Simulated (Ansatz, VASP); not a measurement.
# Al3B2N: VASP beside Ansatz

INCAR

```
ALGO = Normal
EDIFF = 1E-6
EDIFFG = -0.04
ENCUT = 600
GGA = PE
IBRION = 2
ISIF = 3
ISMEAR = 0
LASPH = True
LCHARG = False
LREAL = False
LWAVE = False
NELM = 100
NSW = 90
PREC = Accurate
SIGMA = 0.1
```

KPOINTS

```
k-points
0
Gamma
  4 4 4
```

Contents of POSCAR:

```
Al3B2N
1.0
    4.2406180314      0.0000000000      0.0000000000
    0.0000000000      4.2406180314      0.0000000000
    0.0000000000      0.0000000000      4.2532428194
Al B N
3 2 1
Direct
    0.0000000000      0.0000000000      0.0000000000
    0.0000000000      0.5000000000      0.5000000000
    0.5000000000      0.0000000000      0.5000000000
    0.0000000000      0.5000000000      0.0000000000
    0.5000000000      0.0000000000      0.0000000000
    0.5000000000      0.5000000000      0.0000000000
```

Input for Ansatz:

```yaml
crystal:
  lattice:
    - [4.2406180314, 0.0, 0.0]
    - [0.0, 4.2406180314, 0.0]
    - [0.0, 0.0, 4.2532428194]
  atoms:
    - { symbol: Al, position: [0.0, 0.0, 0.0] }
    - { symbol: Al, position: [0.0, 0.5, 0.5] }
    - { symbol: Al, position: [0.5, 0.0, 0.5] }
    - { symbol: B, position: [0.0, 0.5, 0.0] }
    - { symbol: B, position: [0.5, 0.0, 0.0] }
    - { symbol: "N", position: [0.5, 0.5, 0.0] }
basis:
  ecutwfc: 420
kpoints:
  mp_grid: { grid: [4, 4, 4] }
hamiltonian:
  xc: pbe
scf:
  occupations: { method: gaussian, width: 0.1 }
  lower_state_search: "off"
output:
  forces: true
  stress: true
  eigenvalues: true
relax:
  adjacent_minimum: "off"
  f_tol: 0.04
  max_steps: 70
  cell: { stress_tol: 0.4 }
```

Alike in both runs: task relaxation of cell and atoms; functional PBE; k mesh 4 × 4 × 4; occupations gaussian, width 0.1 eV; no spin polarisation.

|  | VASP | Ansatz |
| --- | --- | --- |
| version | VASP 6.6.1 | Ansatz 0.2.0 |
| potentials or method | VASP PAW PBE potentials, release 64 (Al, B, N), cutoff 600 eV | scalar-relativistic, plane waves, PAW |
| valence electrons in the cell | 20 | 20 |

VASP gave:

| Property | Result |
| --- | --- |
| gap on the k mesh at the Fermi level, each at its own relaxed structure (eV) | none |
| relaxed volume (Å³/atom) | 12.74 |
| relaxed cell length with the largest relative difference (Å) | 4.303 |

Q: What did Ansatz give for the same quantities?

A: gap on the k mesh at the Fermi level, each at its own relaxed structure (eV): none; relaxed volume (Å³/atom): 12.77; relaxed cell length with the largest relative difference (Å): 4.309.

A gap of «none» marks a metal or a gap that the smearing closes.

The k mesh is coarse, so the values compare programs but aren't converged.
